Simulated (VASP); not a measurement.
## InSe: relaxation of the atoms with PBE+D3(BJ)

The system is InSe, a slab with vacuum.

```
Se In
1.0
     4.03185    0.00000    0.00000
    -2.01593    3.49169    0.00000
     0.00000    0.00000   23.37929
Se In
2 2
Direct
  0.33333 0.66667 0.38496
  0.33333 0.66667 0.61504
  0.00000 0.00000 0.44026
  0.00000 0.00000 0.55974
```

- Program: VASP 6.6.1
- Task: relaxation of the atoms
- Functional: PBE
- Dispersion: D3(BJ)
- Potentials or basis: VASP PAW PBE potentials, release 64 (Se, In_d)
- Cutoff: 520 eV
- k mesh: 9 × 9 × 1
- Occupations: gaussian, width 0.05 eV
- Spin: no spin polarisation
- Dipole correction: yes
- Further INCAR settings: ALGO = Normal; EDIFF = 1e-07; IBRION = 2; EDIFFG = -0.04; NSW = 60

```yaml
Largest_force_after_relaxing: 0.011 eV/Å
Band_gap_on_the_k_mesh: 1.60 eV (least direct gap 1.67 eV)
Dispersion_energy_per_atom: -0.221 eV
```

Forces in eV/Å, atoms in the order of the input:
```
Se   0.000  0.000 -0.011
Se   0.000  0.000  0.011
In   0.000  0.000  0.002
In   0.000  0.000 -0.002
```

Final structure:
```yaml
crystal:
  lattice:
    - [4.03185, 0.00000, 0.00000]
    - [-2.01593, 3.49169, 0.00000]
    - [0.00000, 0.00000, 23.37929]
  atoms:
    - { symbol: Se, position: [0.33333, 0.66667, 0.38496] }
    - { symbol: Se, position: [0.33333, 0.66667, 0.61504] }
    - { symbol: In, position: [0.00000, 0.00000, 0.44026] }
    - { symbol: In, position: [0.00000, 0.00000, 0.55973] }
```

Levels at points of the mesh, in eV from the valence-band top:
```csv
k point,band 16,band 17,band 18,band 19,band 20,band 21,band 22,band 23
"(0.00, 0.00, 0.00)",-0.46,-0.39,-0.39,-0.07,1.60,2.82,5.06,5.06
```

Wall time 37 s on 1 × NVIDIA H100 80GB with 1 thread of Intel(R) Xeon(R) Platinum 8481C CPU @ 2.70GHz (Sapphire Rapids) (shared host), peak memory 1.4 GiB.

Caveat: the relaxation stopped at its first step, so nothing moved; spin-orbit coupling is left out, which moves the levels of the heavy elements.
